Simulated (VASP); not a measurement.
# PbS in VASP: single point with LDA

Aim: the single point of PbS with LDA.

All numbers are computed with VASP 6.6.1; they aren't measurements. Logs are shortened: lines on timing, memory, paths and dates and some standing lists are left out, and cuts for length are marked.

## 1. The cell of the first run

The typed cell holds 8 atoms: a = 8.267 Å, b = 4.134 Å, c = 5.847 Å, α = 90.00°, β = 90.00°, γ = 90.00°.

## 2. Single point, LDA

Input file INCAR:

```
PREC     = Accurate       # precision mode
ENCUT    = 520            # plane-wave cutoff, eV
EDIFF    = 1E-6           # SCF threshold, eV
ISMEAR   = 0              # smearing method
SIGMA    = 0.01           # smearing width, eV
LREAL    = F              # projectors in reciprocal space
LASPH    = T              # aspherical terms in the spheres
NELM     = 60             # most SCF steps
ALGO     = Normal         # electronic algorithm
ISIF     = 2              # what is computed and relaxed
LWAVE    = F              # write WAVECAR
LCHARG   = F              # write CHGCAR
GGA      = CA             # functional
NBANDS   = 50             # bands
```

Input file KPOINTS:

```
regular mesh
0
Gamma
  4 8 6
```

Input file POSCAR:

```
PbS
1.0
    8.2673332623      0.0000000000      0.0000000000
    0.0000000000      4.1335773088      0.0000000000
    0.0000000000      0.0000000000      5.8472686502
Pb S
4 4
Direct
    0.1250107468      0.7500000000      0.7499682254
    0.6250107468      0.7500000000      0.7500317746
    0.8749892532      0.2500000000      0.2500317746
    0.3749892532      0.2500000000      0.2499682254
    0.8750944007      0.2500000000      0.7499904875
    0.3750944007      0.2500000000      0.7500095125
    0.1249055993      0.7500000000      0.2500095125
    0.6249055993      0.7500000000      0.2499904875
```

Potentials or basis: VASP PAW LDA potentials, release 64 (Pb_d, S).

Launch:

```sh
cat potpaw_LDA.64/Pb_d/POTCAR potpaw_LDA.64/S/POTCAR > POTCAR
mpirun -np 1 vasp_std > vasp.out
```

OUTCAR:

```text
PREC = Accurate
   ENCUT = 520
   EDIFF = 1E-6
   ISMEAR = 0
   LREAL = F
   LASPH = T
   NELM = 60
   ISIF = 2
   GGA = CA

 ion  position               nearest neighbor table
   1  0.125  0.750  0.750-   5 2.92   5 2.92   7 2.92   6 2.92   6 2.92   7 2.92   2 4.13   2 4.13
                             3 4.13   3 4.13   4 4.13   4 4.13   4 4.13   4 4.13   3 4.13   3 4.13
   2  0.625  0.750  0.750-   6 2.92   6 2.92   8 2.92   5 2.92   5 2.92   8 2.92   1 4.13   1 4.13
                             4 4.13   4 4.13   3 4.13   3 4.13   3 4.13   3 4.13   4 4.13   4 4.13
   3  0.875  0.250  0.250-   7 2.92   7 2.92   5 2.92   8 2.92   8 2.92   5 2.92   4 4.13   4 4.13
                             1 4.13   1 4.13   2 4.13   2 4.13   2 4.13   2 4.13   1 4.13   1 4.13
   4  0.375  0.250  0.250-   8 2.92   8 2.92   6 2.92   7 2.92   7 2.92   6 2.92   3 4.13   3 4.13
                             2 4.13   2 4.13   1 4.13   1 4.13   1 4.13   1 4.13   2 4.13   2 4.13
   5  0.875  0.250  0.750-   1 2.92   1 2.92   3 2.92   2 2.92   2 2.92   3 2.92
   6  0.375  0.250  0.750-   2 2.92   2 2.92   4 2.92   1 2.92   1 2.92   4 2.92
   7  0.125  0.750  0.250-   3 2.92   3 2.92   1 2.92   4 2.92   4 2.92   1 2.92
   8  0.625  0.750  0.250-   4 2.92   4 2.92   2 2.92   3 2.92   3 2.92   2 2.92

  LATTYP: Found a simple orthorhombic cell.
 ALAT       =     4.1335773088
 B/A-ratio  =     1.4145782729
 C/A-ratio  =     2.0000432179

  Lattice vectors:

 A1 = (   0.0000000000,   4.1335773088,   0.0000000000)
 A2 = (   0.0000000000,   0.0000000000,   5.8472686502)
 A3 = (   8.2673332623,   0.0000000000,   0.0000000000)

Analysis of symmetry for initial positions (statically):
=====================================================================
 Subroutine PRICEL returns:
 Original cell was already a primitive cell.

 Routine SETGRP: Setting up the symmetry group for a
 simple orthorhombic supercell.

 Subroutine GETGRP returns: Found  8 space group operations
 (whereof  2 operations were pure point group operations)
 out of a pool of  8 trial point group operations.

The static configuration has the point symmetry S_2 .
 The point group associated with its full space group is D_2h.

Analysis of symmetry for dynamics (positions and initial velocities):
=====================================================================
 Subroutine PRICEL returns:
 Original cell was already a primitive cell.

 Routine SETGRP: Setting up the symmetry group for a
 simple orthorhombic supercell.

 Subroutine GETGRP returns: Found  8 space group operations
 (whereof  2 operations were pure point group operations)
 out of a pool of  8 trial point group operations.

The dynamic configuration has the point symmetry S_2 .
 The point group associated with its full space group is D_2h.

 Subroutine INISYM returns: Found  8 space group operations
 (whereof  2 operations are pure point group operations),
 and found     1 'primitive' translations

----------------------------------------------------------------------------------------

                                     Primitive cell

  volume of cell :     199.8226

  direct lattice vectors                    reciprocal lattice vectors
     8.267333262  0.000000000  0.000000000     0.120957988  0.000000000  0.000000000
     0.000000000  4.133577309  0.000000000     0.000000000  0.241921204  0.000000000
     0.000000000  0.000000000  5.847268650     0.000000000  0.000000000  0.171020020

  length of vectors
     8.267333262  4.133577309  5.847268650     0.120957988  0.241921204  0.171020020

  position of ions in fractional coordinates (direct lattice)
     0.125010747  0.750000000  0.749968225
     0.625010747  0.750000000  0.750031775
     0.874989253  0.250000000  0.250031775
     0.374989253  0.250000000  0.249968225
     0.875094401  0.250000000  0.749990487
     0.375094401  0.250000000  0.750009513
     0.124905599  0.750000000  0.250009513
     0.624905599  0.750000000  0.249990487

  ion indices of the primitive-cell ions
   primitive index   ion index
                 1           1
                 2           2
                 3           3
                 4           4
                 5           5
                 6           6
                 7           7
                 8           8

----------------------------------------------------------------------------------------

 KPOINTS: regular mesh

Automatic generation of k-mesh.
 Grid dimensions read from file:
 generate k-points for:    4    8    6

 Generating k-lattice:

  Cartesian coordinates                     Fractional coordinates (reciprocal lattice)
     0.030239497  0.000000000  0.000000000     0.250000000  0.000000000  0.000000000
     0.000000000  0.030240151  0.000000000     0.000000000  0.125000000  0.000000000
     0.000000000  0.000000000  0.028503337     0.000000000  0.000000000  0.166666667

  Length of vectors
     0.030239497  0.030240151  0.028503337

  Shift w.r.t. Gamma in fractional coordinates (k-lattice)
     0.000000000  0.000000000  0.000000000

 Subroutine IBZKPT returns following result:
 ===========================================

 Found     60 irreducible k-points:

 Following reciprocal coordinates:
            Coordinates               Weight
  0.000000  0.000000  0.000000      1.000000
  0.250000  0.000000  0.000000      2.000000
  0.500000  0.000000  0.000000      1.000000
  0.000000  0.125000  0.000000      2.000000
  0.250000  0.125000  0.000000      4.000000
  0.500000  0.125000  0.000000      2.000000
[... 16 lines left out ...]
  0.250000  0.250000  0.166667      8.000000
  0.500000  0.250000  0.166667      4.000000
 [... further k-points ...]
   k-points           NKPTS =     60   k-points in BZ     NKDIM =     60   number of bands    NBANDS=     50
   number of dos      NEDOS =    301   number of ions     NIONS =      8
   total plane-waves  NPLWV =  98304
   dimension x,y,z NGX =    64 NGY =   32 NGZ =   48
   dimension x,y,z NGXF=   128 NGYF=   64 NGZF=   96
   ions per type =               4   4
   NGX,Y,Z   is equivalent  to a cutoff of  12.87, 12.87, 13.65 a.u.
   NGXF,Y,Z  is equivalent  to a cutoff of  25.74, 25.74, 27.29 a.u.
 SYSTEM =  unknown system
   PREC   = accura    normal or accurate (medium, high low for compatibility)
   ISTART =      0    job   : 0-new  1-cont  2-samecut
   ICHARG =      2    charge: 1-file 2-atom 10-const
   ISPIN  =      1    spin polarized calculation?
   LNONCOLLINEAR =      F non collinear calculations
   LSORBIT =      F    spin-orbit coupling
   LASPH  =      T    aspherical Exc in radial PAW
   ENCUT  =  520.0 eV  38.22 Ry    6.18 a.u.  15.37  7.69 10.87*2*pi/ulx,y,z
   NELM   =     60;   NELMIN=  2; NELMDL= -5     # of ELM steps
   EDIFF  = 0.1E-05   stopping-criterion for ELM
   LREAL  =      F    real-space projection
   EDIFFG = 0.1E-04   stopping-criterion for IOM
   NSW    =      0    number of steps for IOM
   IBRION =     -1    ionic relax: 0-MD 1-quasi-New 2-CG
   NFREE  =      0    steps in history (QN), initial steepest desc. (CG)
   ISIF   =      2    stress and relaxation
   ISYM   =      2    0-nonsym 1-usesym 2-fastsym
   POTIM  = 0.5000    time-step for ionic-motion
   TEBEG  =    0.0;   TEEND  =   0.0 temperature during run
   PSTRESS=    0.0 pullay stress
   NELECT =      80.0000    total number of electrons
   NUPDOWN=      -1.0000    fix difference up-down
   EMIN   =  10.00;   EMAX   =-10.00  energy-range for DOS
   EFERMI =   0.00;   METHOD = LEGACY
   ISMEAR =     0;   SIGMA  =   0.01  broadening in eV -4-tet -1-fermi 0-gaus
   EFERMI_NEDOS =   21; number of points for ismear=-14 and -15
   IALGO  =     38    algorithm
   IMIX   =      4    mixing-type and parameters
     AMIX     =   0.40;   BMIX     =  1.00
     AMIX_MAG =   1.60;   BMIX_MAG =  1.00
  volume/ion in A,a.u.               =      24.98       168.56
  Fermi-wavevector in a.u.,A,eV,Ry     =   1.206581  2.280108 19.807889  1.455839
  Thomas-Fermi vector in A             =   2.342244
   LORBIT       =      0    0 simple, 1 ext, 2 COOP (PROOUT), +10 PAW based schemes
   GGA     = CA    functional components
   LHFCALC =     F    Hartree Fock is set to
   AEXX    =    0.0000 exact exchange contribution
   IVDW    =     0    specifies the selected vdW correction
   LEPSILON=     F    determine dielectric tensor
   LRPA    =     F    only Hartree local field effects (RPA)
 non-spin polarized calculation
 Gauss-broadening in eV      SIGMA  =   0.01
  energy-cutoff  :      520.00
  volume of cell :      199.82
 maximum number of plane-waves:      5430
 NGX is ok and might be reduce to    64
   NGX = 31   NGY = 15   NGZ = 21

 number of electron      79.9999988 magnetization

 Free energy of the ion-electron system (eV)
  ---------------------------------------------------
  ext. energy  EPLUGINS =         0.00000000
  ---------------------------------------------------
  free energy    TOTEN  =       -39.99242723 eV

  energy without entropy =      -39.99242254  energy(sigma->0) =      -39.99242489

 E-fermi :   6.2614     XC(G=0): -10.2283

 val. band max:        6.2416581788   @ k =   0.0000   0.0000   0.5000
 cond. band min:       6.2811225760   @ k =   0.0000   0.5000   0.5000
 fundamental gap:      0.0394643972
 Fermi energy:         6.2614009715

 k-point     1 :       0.0000    0.0000    0.0000
  band No.  band energies     occupation
      1     -10.8594      2.00000
      2     -10.7243      2.00000
      3     -10.7241      2.00000
      4     -10.7033      2.00000
      5     -10.6846      2.00000
      6     -10.6846      2.00000
[... 42 lines left out ...]
     49      11.3861      0.00000
     50      11.3865      0.00000

 k-point     2 :       0.2500    0.0000    0.0000
  band No.  band energies     occupation
      1     -10.8452      2.00000
      2     -10.7642      2.00000
      3     -10.6958      2.00000
      4     -10.6950      2.00000
      5     -10.6851      2.00000
      6     -10.6734      2.00000
[... 1158 lines left out ...]
 k-point    24 :       0.5000    0.2500    0.1667
  band No.  band energies     occupation
      1     -10.7901      2.00000
      2     -10.7901      2.00000
      3     -10.7317      2.00000
      4     -10.7317      2.00000
      5     -10.6824      2.00000
      6     -10.6824      2.00000
[... 42 lines left out ...]
     49      10.5057      0.00000
     50      10.6224      0.00000

 [... further k-points ...]

------------------------ aborting loop because EDIFF is reached ----------------------------------------

  FORCE on cell =-STRESS in cart. coord.  units (eV):
  Direction    XX          YY          ZZ          XY          YZ          ZX
  --------------------------------------------------------------------------------------
  -------------------------------------------------------------------------------------
  Total        0.0597262      0.0609621      0.0637540      0.0000000     -0.0000000      0.0000000
  in kB        0.4788847      0.4887944      0.5111799      0.0000000     -0.0000000      0.0000000
  external PRESSURE =       0.4929530 kB  Pullay stress =       0.0000000 kB

 VOLUME and BASIS-vectors are now :
 -----------------------------------------------------------------------------
  energy-cutoff  :      520.00
  volume of cell :      199.82
      direct lattice vectors                 reciprocal lattice vectors
     8.267333262  0.000000000  0.000000000     0.120957988  0.000000000  0.000000000
     0.000000000  4.133577309  0.000000000     0.000000000  0.241921204  0.000000000
     0.000000000  0.000000000  5.847268650     0.000000000  0.000000000  0.171020020

 POSITION                                       TOTAL-FORCE (eV/Angst)
 -----------------------------------------------------------------------------------
      1.03351      3.10018      4.38527         0.000471     -0.000000      0.000475
      5.16717      3.10018      4.38564         0.000471      0.000000     -0.000475
      7.23383      1.03339      1.46200        -0.000471      0.000000     -0.000475
      3.10016      1.03339      1.46163        -0.000471     -0.000000      0.000475
      7.23470      1.03339      4.38540        -0.000864      0.000000      0.000267
      3.10103      1.03339      4.38551        -0.000864      0.000000     -0.000267
      1.03264      3.10018      1.46187         0.000864      0.000000     -0.000267
      5.16630      3.10018      1.46176         0.000864      0.000000      0.000267
 -----------------------------------------------------------------------------------
    total drift:                                0.000000     -0.000000     -0.000000

  FREE ENERGIE OF THE ION-ELECTRON SYSTEM (eV)
  ---------------------------------------------------
  free  energy   TOTEN  =       -39.9924272306 eV

  energy  without entropy=      -39.9924225412  energy(sigma->0) =      -39.99242489
```

It took 15 min on 1 thread of Intel Xeon Platinum 8259CL at 2.50GHz (Skylake/Cascade Lake), shared host; peak memory 0.53 GiB.

What came out:

```
Free energy            : -39.9924 eV
Pressure               : 0.0 GPa
Band gap on the k mesh : 0.04 eV
```

Levels at points of the mesh, in eV from the valence-band top:
| k point | band 37 | band 38 | band 39 | band 40 | band 41 | band 42 | band 43 | band 44 |
| --- | --- | --- | --- | --- | --- | --- | --- | --- |
| (0.00, 0.00, 0.00) | -2.14 | -2.13 | -0.93 | -0.93 | 1.22 | 1.22 | 2.21 | 2.21 |
| (0.50, 0.00, 0.00) | -2.09 | -2.09 | -1.35 | -1.35 | 2.47 | 2.47 | 3.14 | 3.14 |
| (0.00, 0.50, 0.00) | -2.14 | -2.14 | -0.93 | -0.93 | 1.22 | 1.22 | 2.21 | 2.21 |
| (0.50, 0.50, 0.00) | -2.45 | -2.45 | -2.45 | -2.45 | 3.27 | 3.27 | 3.27 | 3.27 |
| (0.00, 0.00, 0.50) | -1.94 | -1.94 | 0.00 | 0.00 | 0.04 | 0.04 | 1.68 | 1.68 |
| (0.50, 0.00, 0.50) | -1.23 | -1.23 | -1.23 | -1.23 | 1.36 | 1.36 | 1.36 | 1.36 |
| (0.00, 0.50, 0.50) | -1.15 | -1.15 | 0.00 | 0.00 | 0.04 | 0.04 | 1.68 | 1.68 |
| (0.50, 0.50, 0.50) | -1.12 | -1.12 | -1.12 | -1.12 | 1.29 | 1.29 | 1.29 | 1.29 |

Caveat: spin-orbit coupling is left out, which moves the levels of the heavy elements. A k mesh can miss the band edges.
